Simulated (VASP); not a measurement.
# Ge (I4_1/amd) in VASP: notebook

Ge is run at these levels: revPBE+D3(BJ), LDA; tasks: relaxation of cell and atoms, single point.

Everything below comes from runs of VASP 6.6.1. Logs are shortened: lines on timing, memory, paths and dates and some standing lists are left out, and cuts for length are marked.

### 1 The cell of the first run

Symmetry: I4_1/amd, No. 141, tetragonal system. Conventional cell: a = 5.149 Å, b = 5.149 Å, c = 2.795 Å, α = 90.00°, β = 90.00°, γ = 90.00°. Ge (site symmetry -4m2) has 10 Ge at 2.67 to 3.32 Å within 3.5 Å.

### 2 Relaxation of cell and atoms, revPBE+D3(BJ)

INCAR reads:

```
PREC     = Accurate       # precision mode
ENCUT    = 600            # plane-wave cutoff, eV
EDIFF    = 1E-7           # SCF threshold, eV
ISMEAR   = -1             # smearing method
SIGMA    = 0.05           # smearing width, eV
LREAL    = False          # projectors in reciprocal space
LASPH    = True           # aspherical terms in the spheres
NELM     = 60             # most SCF steps
ALGO     = Normal         # electronic algorithm
ISIF     = 3              # what is computed and relaxed
LWAVE    = False          # write WAVECAR
LCHARG   = False          # write CHGCAR
GGA      = RE             # functional
IVDW     = 12             # dispersion correction
IBRION   = 2              # ionic algorithm
NSW      = 80             # ionic steps
EDIFFG   = -0.02          # ionic threshold
```

KPOINTS reads:

```
Automatic mesh
0
Gamma
  11 11 11
```

POSCAR reads:

```
Ge
1.0
   -2.5744897190      2.5744897190      1.3974126432
    2.5744897190     -2.5744897190      1.3974126432
    2.5744897190      2.5744897190     -1.3974126432
Ge
2
Direct
    0.5000000000      0.5000000000      0.0000000000
    0.2500000000      0.7500000000      0.5000000000
```

Potentials or basis: VASP PAW PBE potentials, release 64 (Ge_d).

Run with:

```console
> cat potpaw_PBE.64/Ge_d/POTCAR > POTCAR
> mpirun -np 1 vasp_std > vasp.out
```

OUTCAR:

```text
PREC = Accurate
   ENCUT = 600
   EDIFF = 1E-7
   ISMEAR = -1
   LREAL = False
   LASPH = True
   NELM = 60
   ISIF = 3
   GGA = RE
   IVDW = 12
   IBRION = 2
   NSW = 80
   EDIFFG = -0.02
 IVDW          = 12

 ion  position               nearest neighbor table
   1  0.500  0.500  0.000-   2 2.67   2 2.67   2 2.67   2 2.67
   2  0.250  0.750  0.500-   1 2.67   1 2.67   1 2.67   1 2.67

  LATTYP: Found a body centered tetragonal cell.
 ALAT       =     5.1489794380
 C/A-ratio  =     0.5427920853

  Lattice vectors:

 A1 = (  -2.5744897190,   2.5744897190,   1.3974126432)
 A2 = (   2.5744897190,  -2.5744897190,   1.3974126432)
 A3 = (   2.5744897190,   2.5744897190,  -1.3974126432)

Analysis of symmetry for initial positions (statically):
=====================================================================
 Subroutine PRICEL returns:
 Original cell was already a primitive cell.

 Routine SETGRP: Setting up the symmetry group for a
 body centered tetragonal supercell.

 Subroutine GETGRP returns: Found 16 space group operations
 (whereof  8 operations were pure point group operations)
 out of a pool of 16 trial point group operations.

The static configuration has the point symmetry D_2d.
 The point group associated with its full space group is D_4h.

Analysis of symmetry for dynamics (positions and initial velocities):
=====================================================================
 Subroutine PRICEL returns:
 Original cell was already a primitive cell.

 Routine SETGRP: Setting up the symmetry group for a
 body centered tetragonal supercell.

 Subroutine GETGRP returns: Found 16 space group operations
 (whereof  8 operations were pure point group operations)
 out of a pool of 16 trial point group operations.

The dynamic configuration has the point symmetry D_2d.
 The point group associated with its full space group is D_4h.

 Subroutine INISYM returns: Found 16 space group operations
 (whereof  8 operations are pure point group operations),
 and found     1 'primitive' translations

----------------------------------------------------------------------------------------

                                     Primitive cell

  volume of cell :      37.0482

  direct lattice vectors                    reciprocal lattice vectors
    -2.574489719  2.574489719  1.397412643     0.000000000  0.194213244  0.357804119
     2.574489719 -2.574489719  1.397412643     0.194213244  0.000000000  0.357804119
     2.574489719  2.574489719 -1.397412643     0.194213244  0.194213244  0.000000000

  length of vectors
     3.899840602  3.899840602  3.899840602     0.407114937  0.407114937  0.274659004

  position of ions in fractional coordinates (direct lattice)
     0.500000000  0.500000000  0.000000000
     0.250000000  0.750000000  0.500000000

  ion indices of the primitive-cell ions
   primitive index   ion index
                 1           1
                 2           2

----------------------------------------------------------------------------------------

 KPOINTS: Automatic mesh

Automatic generation of k-mesh.
 Grid dimensions read from file:
 generate k-points for:   11   11   11

 Generating k-lattice:

  Cartesian coordinates                     Fractional coordinates (reciprocal lattice)
     0.000000000  0.017655749  0.032527647     0.090909091 -0.000000000  0.000000000
     0.017655749  0.000000000  0.032527647    -0.000000000  0.090909091  0.000000000
     0.017655749  0.017655749  0.000000000     0.000000000  0.000000000  0.090909091

  Length of vectors
     0.037010449  0.037010449  0.024969000

  Shift w.r.t. Gamma in fractional coordinates (k-lattice)
     0.000000000  0.000000000  0.000000000

 Subroutine IBZKPT returns following result:
 ===========================================

 Found    126 irreducible k-points:

 Following reciprocal coordinates:
            Coordinates               Weight
  0.000000  0.000000  0.000000      1.000000
  0.090909  0.000000 -0.000000      8.000000
  0.181818  0.000000 -0.000000      8.000000
  0.272727  0.000000  0.000000      8.000000
  0.363636  0.000000 -0.000000      8.000000
  0.454545  0.000000 -0.000000      8.000000
[... 16 lines left out ...]
 -0.272727  0.181818  0.000000     16.000000
 -0.181818  0.181818  0.000000      4.000000
 [... further k-points ...]
   k-points           NKPTS =    126   k-points in BZ     NKDIM =    126   number of bands    NBANDS=     18
   number of dos      NEDOS =    301   number of ions     NIONS =      2
   total plane-waves  NPLWV =  32768
   dimension x,y,z NGX =    32 NGY =   32 NGZ =   32
   dimension x,y,z NGXF=    64 NGYF=   64 NGZF=   64
   ions per type =               2
   NGX,Y,Z   is equivalent  to a cutoff of  13.64, 13.64, 13.64 a.u.
   NGXF,Y,Z  is equivalent  to a cutoff of  27.28, 27.28, 27.28 a.u.
 SYSTEM =  unknown system
   PREC   = accura    normal or accurate (medium, high low for compatibility)
   ISTART =      0    job   : 0-new  1-cont  2-samecut
   ICHARG =      2    charge: 1-file 2-atom 10-const
   ISPIN  =      1    spin polarized calculation?
   LNONCOLLINEAR =      F non collinear calculations
   LSORBIT =      F    spin-orbit coupling
   LASPH  =      T    aspherical Exc in radial PAW
   ENCUT  =  600.0 eV  44.10 Ry    6.64 a.u.   7.79  7.79  7.79*2*pi/ulx,y,z
   NELM   =     60;   NELMIN=  2; NELMDL= -5     # of ELM steps
   EDIFF  = 0.1E-06   stopping-criterion for ELM
   LREAL  =      F    real-space projection
   EDIFFG = -.2E-01   stopping-criterion for IOM
   NSW    =     80    number of steps for IOM
   IBRION =      2    ionic relax: 0-MD 1-quasi-New 2-CG
   NFREE  =      1    steps in history (QN), initial steepest desc. (CG)
   ISIF   =      3    stress and relaxation
   ISYM   =      2    0-nonsym 1-usesym 2-fastsym
   POTIM  = 0.5000    time-step for ionic-motion
   TEBEG  =    0.0;   TEEND  =   0.0 temperature during run
   PSTRESS=    0.0 pullay stress
   NELECT =      28.0000    total number of electrons
   NUPDOWN=      -1.0000    fix difference up-down
   EMIN   =  10.00;   EMAX   =-10.00  energy-range for DOS
   EFERMI =   0.00;   METHOD = LEGACY
   ISMEAR =    -1;   SIGMA  =   0.05  broadening in eV -4-tet -1-fermi 0-gaus
   EFERMI_NEDOS =   21; number of points for ismear=-14 and -15
   IALGO  =     38    algorithm
   IMIX   =      4    mixing-type and parameters
     AMIX     =   0.40;   BMIX     =  1.00
     AMIX_MAG =   1.60;   BMIX_MAG =  1.00
  volume/ion in A,a.u.               =      18.52       125.01
  Fermi-wavevector in a.u.,A,eV,Ry     =   1.491209  2.817976 30.255333  2.223704
  Thomas-Fermi vector in A             =   2.603893
   LORBIT       =      0    0 simple, 1 ext, 2 COOP (PROOUT), +10 PAW based schemes
   GGA     = RE    functional components
   LHFCALC =     F    Hartree Fock is set to
   AEXX    =    0.0000 exact exchange contribution
   IVDW    =    12    specifies the selected vdW correction
   LEPSILON=     F    determine dielectric tensor
   LRPA    =     F    only Hartree local field effects (RPA)
 conjugate gradient relaxation of ions
 non-spin polarized calculation
  energy-cutoff  :      600.00
  volume of cell :       37.05
 maximum number of plane-waves:      1258
   NGX = 15   NGY = 15   NGZ = 15

--------------------------------------- Ionic step        1  -------------------------------------------

 number of electron      28.0000000 magnetization

 Free energy of the ion-electron system (eV)
  ---------------------------------------------------
  ext. energy  EPLUGINS =         0.00000000
  ---------------------------------------------------
  free energy    TOTEN  =        -7.93448529 eV

  energy without entropy =       -7.92644409  energy(sigma->0) =       -7.93046469

------------------------ aborting loop because EDIFF is reached ----------------------------------------

 Edisp (eV)   -1.37358

 E8    (eV) :    -0.9697

  FORCE on cell =-STRESS in cart. coord.  units (eV):
  Direction    XX          YY          ZZ          XY          YZ          ZX
  --------------------------------------------------------------------------------------
  -------------------------------------------------------------------------------------
  Total      -0.29493    -0.29493    -0.34375     0.00000    -0.00000     0.00000
  in kB     -12.75467   -12.75467   -14.86565     0.00000    -0.00000     0.00000
  external pressure =      -13.46 kB  Pullay stress =        0.00 kB
[... 61 lines left out ...]
  energy  without entropy=       -9.3026963238  energy(sigma->0) =       -9.30672575

--------------------------------------- Ionic step        3  -------------------------------------------

 number of electron      27.9999995 magnetization

 Free energy of the ion-electron system (eV)
  ---------------------------------------------------
  ext. energy  EPLUGINS =         0.00000000
  ---------------------------------------------------
  free energy    TOTEN  =        -7.91231785 eV

  energy without entropy =       -7.90424908  energy(sigma->0) =       -7.90828347

 E-fermi :   7.1300     XC(G=0): -11.3346

 val. band max:        7.1071055374   @ k =  -0.1818  -0.1818   0.0909
 cond. band min:       7.1475113237   @ k =  -0.1818  -0.4545   0.0909
 fundamental gap:      0.0404057863
 Fermi energy:         7.1300005220

 k-point     1 :       0.0000    0.0000    0.0000
  band No.  band energies     occupation
      1     -17.7289      2.00000
      2     -17.6848      2.00000
      3     -17.6517      2.00000
      4     -17.6511      2.00000
      5     -17.5398      2.00000
      6     -17.5398      2.00000
[... 10 lines left out ...]
     17      14.8360      0.00000
     18      15.4322      0.00000
[... 466 lines left out ...]
      2     -17.6877      2.00000
      3     -17.6613      2.00000
      4     -17.6348      2.00000
      5     -17.5481      2.00000
      6     -17.5315      2.00000
[... 10 lines left out ...]
     17      13.2021      0.00000
     18      15.3371      0.00000

 [... further k-points ...]

------------------------ aborting loop because EDIFF is reached ----------------------------------------

 Edisp (eV)   -1.39861

 E8    (eV) :    -0.9872

  FORCE on cell =-STRESS in cart. coord.  units (eV):
  Direction    XX          YY          ZZ          XY          YZ          ZX
  --------------------------------------------------------------------------------------
  -------------------------------------------------------------------------------------
  Total       0.01747     0.01747    -0.00175     0.00000     0.00000     0.00000
  in kB       0.76952     0.76952    -0.07717     0.00000     0.00000     0.00000
  external pressure =        0.49 kB  Pullay stress =        0.00 kB
[... 17 lines left out ...]
  FREE ENERGIE OF THE ION-ELECTRON SYSTEM (eV)
  ---------------------------------------------------
  free  energy   TOTEN  =        -9.3109313405 eV

  energy  without entropy=       -9.3028625681  energy(sigma->0) =       -9.30689695

 reached required accuracy - stopping structural energy minimisation
```

Wall time 5.6 min (1 thread of AMD EPYC 7R13, shared host); peak memory 0.22 GiB.

Results:

```yaml
Free_energy: -9.3109 eV
Relaxed_volume: 18.19 Å³/atom
Relaxed_cell: a = 3.877 Å, b = 3.877 Å, c = 3.877 Å, α = 97.36°, β = 97.36°, γ = 138.04°
Space_group_after_relaxing_to_0.1_Å: I4_1/amd (No. 141)
Energy_gained_by_relaxing: 1.4 meV/atom
Ionic_steps: 3
Pressure_after_relaxing: 0.0 GPa
Band_gap_on_the_k_mesh: zero (bands 14 and 15 overlap by 4.85 eV)
Dispersion_energy_per_atom: -0.699 eV
```

Stress tensor (GPa, compression positive):
```
 0.08  0.00  0.00
 0.00  0.08  0.00
 0.00  0.00 -0.01
```

Step by step:
| step | energy change (eV) | largest force (eV/Å) | pressure (GPa) | volume (Å³) |
| --- | --- | --- | --- | --- |
| 1 | 0.0000 | 0.0000 | -1.35 | 37.05 |
| 2 | -0.0027 | 0.0000 | 0.35 | 36.22 |
| 3 | -0.0029 | 0.0000 | 0.05 | 36.38 |

Final structure:
```
Ge
1.0
    -2.55975    2.55975    1.38809
     2.55975   -2.55975    1.38809
     2.55975    2.55975   -1.38809
Ge
2
Direct
  0.50000 0.50000 0.00000
  0.25000 0.75000 0.50000
```

Caveat: the PAW data sets were made with another functional, which shifts forces and pressure a little.

### 3 Single point, LDA, non-collinear spin, zero start, spin-orbit coupling

INCAR reads:

```
SYSTEM = Ge
ALGO     = Normal         ! electronic algorithm
EDIFF    = 1E-7           ! SCF threshold, eV
ENCUT    = 520            ! plane-wave cutoff, eV
GGA_COMPAT= .False.      
ISIF     = 2              ! what is computed and relaxed
ISMEAR   = -1             ! smearing method
LASPH    = .True.         ! aspherical terms in the spheres
LCHARG   = .False.        ! write CHGCAR
LORBIT   = 11             ! projections on sites
LORBMOM  = .True.       
LREAL    = .False.        ! projectors in reciprocal space
LSORBIT  = .True.         ! spin-orbit coupling
LWAVE    = .False.        ! write WAVECAR
MAGMOM   = 0 0 0 0 0 0    ! initial moments
NBANDS   = 40             ! bands
NELM     = 150            ! most SCF steps
PREC     = Accurate       ! precision mode
SIGMA    = 0.05           ! smearing width, eV
```

KPOINTS reads:

```
k-points
0
Gamma
  8 8 8
  0 0 0
```

POSCAR is that of step 2.

Potentials or basis: VASP PAW LDA potentials, release 64 (Ge_d).

Run with:

```console
> cat potpaw_LDA.64/Ge_d/POTCAR > POTCAR
> mpirun -np 1 vasp_ncl > vasp.out
```

It took 1.7 min on 1 thread of Intel Xeon 6975P-C (Granite Rapids), shared host; peak memory 0.29 GiB.

Results (log left out):

| Item | Value |
| --- | --- |
| Free energy | -10.0210 eV |
| Pressure | -2.5 GPa |
| Net moment | 0.00 μB per cell |
| Valence electrons inside the program's atomic spheres | Ge 12.29 |

Stress tensor (GPa, compression positive):
```
-4.10  0.00  0.00
 0.00 -4.10  0.00
 0.00  0.00  0.57
```

Moments on the atoms (μB; x, y, z):
```
Ge  0.00 0.00 0.00
Ge  0.00 0.00 0.00
```

The gap in the log of VASP goes by the Fermi energy; the results here count the filled bands.